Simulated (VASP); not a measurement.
A run of VASP 6.6.1 is set up as follows.

INCAR

```
SYSTEM = Al
ALGO = Normal
EDIFF = 1E-6
ENCUT = 520
GGA = CA
ISIF = 2
ISMEAR = 0
LASPH = .True.
LCHARG = .False.
LREAL = .False.
LWAVE = .False.
NBANDS = 10
NELM = 60
PREC = Accurate
SIGMA = 0.15
```

KPOINTS

```
k-points
0
Gamma
  18 18 10
  0 0 0
```

The input POSCAR:

```
Al
1.0
    2.8024648109      0.0000000000      0.0000000000
   -1.4012324054      2.4270057195      0.0000000000
    0.0000000000      0.0000000000      4.6862330202
Al
2
Direct
    0.6666666667      0.3333333333      0.7500000000
    0.3333333333      0.6666666667      0.2500000000
```

Potentials or basis: VASP PAW LDA potentials, release 64 (Al).

Run with:

```sh
$ cat potpaw_LDA.64/Al/POTCAR > POTCAR
$ mpirun -np 1 vasp_std > vasp.out
```

(1) What does it give for the pressure?

(2) Estimate the band gap on the k mesh.

## Answers

(1) 0.1 GPa.

(2) zero (band 3 reaches 12.15 eV, above the bottom of band 4 at 4.94 eV).
